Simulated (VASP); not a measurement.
Ti3N3O, 7 atoms in the cell. The cell holds a slab with vacuum, 7 atoms: a = 3.003 Å, b = 3.003 Å, c = 19.758 Å, α = 90.00°, β = 90.00°, γ = 90.00°. 

| Property | Result |
| --- | --- |
| Program | VASP 6.6.1 |
| Task | single point |
| Functional | PBE |
| Potentials or basis | VASP PAW PBE potentials, release 64 (Ti_sv, N, O) |
| Cutoff | 520 eV |
| k mesh | 9 × 9 × 1 |
| Occupations | gaussian, width 0.1 eV |
| Spin | no spin polarisation |
| Dipole correction | yes |
| Further INCAR settings | ALGO = Normal; EDIFF = 1e-06; NBANDS = 38 |

Potentials or basis: VASP PAW PBE potentials, release 64 (Ti_sv, N, O).

Launch:

```console
$ cat potpaw_PBE.64/Ti_sv/POTCAR potpaw_PBE.64/N/POTCAR potpaw_PBE.64/O/POTCAR > POTCAR
$ mpirun -np 1 vasp_std > vasp.out
```

Hardware: 1 thread of Intel(R) Xeon(R) Platinum 8259CL CPU @ 2.50GHz (Skylake/Cascade Lake), on a shared host.

Task: How long does it take, and how much memory?

Result: It took 10 min on 1 thread of Intel(R) Xeon(R) Platinum 8259CL CPU @ 2.50GHz (Skylake/Cascade Lake), on a shared host, peak memory 0.36 GiB. Counts: scf iterations 32, k points 25.
